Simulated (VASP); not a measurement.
Runs of VASP 6.6.1 on Fe. It takes space group Im-3m (No. 229, cubic). Conventional cell: a = 2.886 Å, b = 2.886 Å, c = 2.886 Å, α = 90.00°, β = 90.00°, γ = 90.00°. Fe (site symmetry m-3m) has 14 Fe at 2.50 to 2.89 Å within 3.3 Å. 

```tsv
spin	fixed moment (μB)	pressure (GPa)	moment (μB)
collinear, ferromagnetic start	-	-2.4	2.71
collinear, ferromagnetic start	4.0	(b)	4.00
collinear, ferromagnetic start	2.0	(a)	2.00
collinear, ferromagnetic start	6.0	185.2	6.00
collinear, zero start	0.0	-33.9	0.00
```

Alike in all rows: task single point; level r2SCAN; potentials or basis VASP PAW PBE potentials, release 64 (Fe); cell as given; k mesh 12 × 12 × 12; cutoff (eV) 520; smearing gaussian 0.05 eV.

Q: Fill in the values left out.

A: (a) -18.4; (b) 46.3.

Caveats: the PAW data sets were made with another functional, which shifts forces and pressure a little; the total moment is fixed, so each spin has its own Fermi level (some runs).
